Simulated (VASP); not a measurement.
Set up this calculation in VASP 6.6.1, as the native input.

- Task: single point
- Functional: PBE
- Potentials or basis: VASP PAW PBE potentials, release 64 (Na_pv, F)
- Cutoff: 600 eV
- k mesh: 8 × 8 × 8
- Occupations: gaussian, width 0.05 eV
- Spin: no spin polarisation
- Dipole correction: no
- Further INCAR settings: ALGO = Normal; EDIFF = 1e-06; NBANDS = 14

The structure of NaF lies in POSCAR:

```
NaF
1.0
    0.0000000000      2.3233000000      2.3233000000
    2.3233000000      0.0000000000      2.3233000000
    2.3233000000      2.3233000000      0.0000000000
Na F
1 1
Direct
    0.0062126100      0.0062126100      0.0062126100
    0.5000000000      0.5000000000      0.5000000000
```

This cell differs from its parent crystal: all Na atoms moved +0.050 Å, as atom 1 along Cartesian [1 1 1].

These files were run (other wordings do the same):

INCAR

```
SYSTEM = NaF
PREC     = Accurate       ! precision mode
ENCUT    = 600            ! plane-wave cutoff, eV
EDIFF    = 1E-6           ! SCF threshold, eV
ISMEAR   = 0              ! smearing method
SIGMA    = 0.05           ! smearing width, eV
LREAL    = .False.        ! projectors in reciprocal space
LASPH    = .True.         ! aspherical terms in the spheres
NELM     = 120            ! most SCF steps
ALGO     = Normal         ! electronic algorithm
ISIF     = 2              ! what is computed and relaxed
LWAVE    = .False.        ! write WAVECAR
LCHARG   = .False.        ! write CHGCAR
GGA      = PE             ! functional
NBANDS   = 14             ! bands
GGA_COMPAT= .False.
```

KPOINTS

```
regular mesh
0
Gamma
  8 8 8
  0 0 0
```

Potentials or basis: VASP PAW PBE potentials, release 64 (Na_pv, F).

The run is started by

```bash
$ cat potpaw_PBE.64/Na_pv/POTCAR potpaw_PBE.64/F/POTCAR > POTCAR
$ mpirun -np 1 vasp_std > vasp.out
```

Results of the run:

```yaml
Pressure: 1.5 GPa
Largest_force: 0.117 eV/Å
Band_gap_on_the_k_mesh: 6.26 eV, direct
```

Caveat: the cell differs from its parent crystal (all Na atoms moved +0.050 Å, as atom 1 along Cartesian [1 1 1]).

It took 16 s on 1 thread of AMD EPYC 9R45 96-Core Processor (Zen 5) (shared host), peak memory 0.13 GiB.
